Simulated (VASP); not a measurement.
# Cu (C2/m) in VASP: a series of runs, part 2 of 2

VASP 6.6.1.

## (3) Single point, r2SCAN (atoms displaced along a vibrational mode)

Input file POSCAR:

```
Cu
1.0
    1.4427933200     -1.4427933200     -1.3760814500
    1.4427933200      1.4427933200     -1.3760814500
    2.8855866400      0.0000000000      2.7521629000
Cu
2
Direct
    0.0188063147      0.0188063147      0.0000404572
    0.4811936853      0.4811936853      0.4999595428
```

Input file INCAR.step1:

```
ALGO     = Normal         # electronic algorithm
EDIFF    = 1E-4           # SCF threshold, eV
ENCUT    = 520            # plane-wave cutoff, eV
GGA      = PE             # functional
ISMEAR   = 0              # smearing method
LASPH    = T              # aspherical terms in the spheres
LCHARG   = F              # write CHGCAR
LREAL    = F              # projectors in reciprocal space
LWAVE    = T              # write WAVECAR
NBANDS   = 18             # bands
NELM     = 60             # most SCF steps
PREC     = Accurate       # precision mode
SIGMA    = 0.15           # smearing width, eV
```

Input file INCAR.step2:

```
ALGO     = Normal         # electronic algorithm
EDIFF    = 1E-6           # SCF threshold, eV
ENCUT    = 520            # plane-wave cutoff, eV
ISIF     = 2              # what is computed and relaxed
ISMEAR   = 0              # smearing method
ISTART   = 1            
LASPH    = T              # aspherical terms in the spheres
LCHARG   = F              # write CHGCAR
LMIXTAU  = T            
LREAL    = F              # projectors in reciprocal space
LWAVE    = F              # write WAVECAR
METAGGA  = R2SCAN         # meta-GGA
NBANDS   = 18             # bands
NELM     = 60             # most SCF steps
PREC     = Accurate       # precision mode
SIGMA    = 0.15           # smearing width, eV
```

Input file KPOINTS:

```
k-points
0
Gamma
  20 20 12
```

Potentials or basis: VASP PAW PBE potentials, release 64 (Cu).

Run with:

```bash
cat potpaw_PBE.64/Cu/POTCAR > POTCAR
cp INCAR.step1 INCAR
mpirun -np 1 vasp_std > vasp.out
cp INCAR.step2 INCAR
mpirun -np 1 vasp_std > vasp.out
```

OUTCAR:

```text
EDIFF = 1E-6
   ENCUT = 520
   ISIF = 2
   ISMEAR = 0
   ISTART = 1
   LASPH = T
   LREAL = F
   METAGGA = R2SCAN
   NELM = 60
   PREC = Accurate

 ion  position               nearest neighbor table
   1  0.019  0.019  0.000-   2 2.46   2 2.46   2 2.47   2 2.47   2 2.65   2 2.78
   2  0.481  0.481  0.500-   1 2.46   1 2.46   1 2.47   1 2.47   1 2.65   1 2.78

  LATTYP: Found a base centered monoclinic cell.
 ALAT       =     3.9876071628
 B/A-ratio  =     0.7236386440
 C/A-ratio  =     1.0000000000
 COS(beta)  =    -0.0473057741

  Lattice vectors:

 A1 = (  -1.4427933200,   1.4427933200,   1.3760814500)
 A2 = (  -1.4427933200,  -1.4427933200,   1.3760814500)
 A3 = (   2.8855866400,   0.0000000000,   2.7521629000)

Analysis of symmetry for initial positions (statically):
=====================================================================
 Subroutine PRICEL returns:
 Original cell was already a primitive cell.

 Routine SETGRP: Setting up the symmetry group for a
 base centered monoclinic supercell.

 Subroutine GETGRP returns: Found  4 space group operations
 (whereof  2 operations were pure point group operations)
[... 165 lines left out ...]

 E-fermi :   7.7693     XC(G=0): -13.9522

 val. band max:        7.7691871370   @ k =   0.5000   0.2000   0.0000
 cond. band min:       7.7697089494   @ k =   0.5000  -0.0000   0.1667
 fundamental gap:      0.0005218124
 Fermi energy:         7.7692754367

 k-point     1 :       0.0000    0.0000    0.0000
  band No.  band energies     occupation
      1      -2.1305      2.00000
      2       2.4160      2.00000
      3       3.6276      2.00000
      4       4.3451      2.00000
      5       4.5392      2.00000
      6       4.5576      2.00000
[... 481 lines left out ...]
      5       4.1384      2.00000
      6       4.3146      2.00000
[... 10 lines left out ...]
     17      23.3995      0.00000
     18      30.2388      0.00000

 [... further k-points ...]

------------------------ aborting loop because EDIFF is reached ----------------------------------------

  FORCE on cell =-STRESS in cart. coord.  units (eV):
  Direction    XX          YY          ZZ          XY          YZ          ZX
  --------------------------------------------------------------------------------------
  -------------------------------------------------------------------------------------
  Total        0.1468479      0.0815409      0.2050205      0.0000000      0.0000000     -0.0128273
  in kB       10.2668183      5.7009071     14.3339340      0.0000000      0.0000000     -0.8968186
  external PRESSURE =      10.1005531 kB  Pullay stress =       0.0000000 kB

 VOLUME and BASIS-vectors are now :
 -----------------------------------------------------------------------------
  energy-cutoff  :      520.00
  volume of cell :       22.92
      direct lattice vectors                 reciprocal lattice vectors
     1.442793320 -1.442793320 -1.376081450     0.173274991 -0.346549983 -0.181675293
     1.442793320  1.442793320 -1.376081450     0.173274991  0.346549983 -0.181675293
     2.885586640  0.000000000  2.752162900     0.173274991  0.000000000  0.181675293

 POSITION                                       TOTAL-FORCE (eV/Angst)
 -----------------------------------------------------------------------------------
      0.05438      0.00000     -0.05165        -0.024348      0.000000      0.029755
      2.83120      0.00000      0.05165         0.024348      0.000000     -0.029755
 -----------------------------------------------------------------------------------
    total drift:                               -0.000000     -0.000000     -0.000000

  FREE ENERGIE OF THE ION-ELECTRON SYSTEM (eV)
  ---------------------------------------------------
  free  energy   TOTEN  =       -21.5817747736 eV

  energy  without entropy=      -21.5739307236  energy(sigma->0) =      -21.57785275
```

OSZICAR.step1:

```text
N       E                     dE             d eps       ncg     rms          rms(c)
DAV:   1     0.123601921060E+03    0.12360E+03   -0.10639E+04 50148   0.223E+03
DAV:   2    -0.263486122811E+01   -0.12624E+03   -0.11982E+03 45910   0.291E+02
DAV:   3    -0.910360302108E+01   -0.64687E+01   -0.62233E+01 50532   0.883E+01
DAV:   4    -0.917518541638E+01   -0.71582E-01   -0.71529E-01 53588   0.101E+01
DAV:   5    -0.917616233933E+01   -0.97692E-03   -0.97689E-03 55446   0.102E+00    0.108E+01
DAV:   6    -0.801875969017E+01    0.11574E+01   -0.11014E+01 48756   0.943E+01    0.517E+00
DAV:   7    -0.738372489346E+01    0.63503E+00   -0.21300E+00 49178   0.384E+01    0.859E-01
DAV:   8    -0.735964774667E+01    0.24077E-01   -0.13333E-02 56092   0.129E+00    0.396E-01
DAV:   9    -0.735672435893E+01    0.29234E-02   -0.43019E-03 54192   0.184E+00    0.312E-02
DAV:  10    -0.735675089685E+01   -0.26538E-04   -0.17652E-04 41166   0.189E-01
   1 F= -.73567509E+01 E0= -.73527333E+01  d E =-.803520E-02
```

It took 9.4 min on 1 thread of Intel Xeon 6975P-C (Granite Rapids), shared host; peak memory 0.49 GiB.

Results:

| Item | Value |
| --- | --- |
| Free energy | -21.5818 eV |
| Pressure | 1.0 GPa |
| Largest force | 0.038 eV/Å |
| Band gap on the k mesh | zero (bands 11 and 12 overlap by 6.50 eV) |

Forces on the atoms (eV/Å):
```
Cu  -0.024  0.000  0.030
Cu   0.024  0.000 -0.030
```

Stress tensor (GPa, compression positive):
```
 1.03  0.00 -0.09
 0.00  0.57  0.00
-0.09  0.00  1.43
```

Levels at points of the mesh, in eV from the Fermi level:
| k point | band 7 | band 8 | band 9 | band 10 | band 11 | band 12 | band 13 | band 14 | band 15 | band 16 |
| --- | --- | --- | --- | --- | --- | --- | --- | --- | --- | --- |
| (0.00, 0.00, 0.00) | -2.39 | -2.28 | -2.18 | -2.04 | -1.48 | -0.55 | 4.96 | 18.18 | 18.46 | 22.09 |
| (0.50, 0.00, 0.00) | -2.57 | -2.14 | -2.13 | -2.09 | 0.13 | 0.44 | 8.79 | 9.51 | 9.99 | 10.68 |
| (0.50, 0.50, 0.00) | -1.80 | -1.66 | -1.60 | -1.47 | -0.38 | 4.83 | 8.18 | 8.31 | 10.24 | 13.69 |
| (0.00, 0.00, 0.50) | -2.48 | -2.46 | -2.44 | -2.41 | -2.15 | -2.11 | 14.77 | 14.77 | 20.91 | 21.18 |
| (0.50, 0.00, 0.50) | -2.20 | -2.07 | -1.52 | -1.51 | -0.87 | -0.50 | 4.39 | 4.94 | 18.18 | 18.48 |
| (0.50, 0.50, 0.50) | -2.53 | -2.52 | -1.56 | -1.53 | 3.28 | 3.74 | 5.90 | 6.41 | 11.86 | 11.86 |

Caveat: the cell differs from its parent crystal (atoms displaced along a vibrational mode); the PAW data sets were made with another functional, which shifts forces and pressure a little.
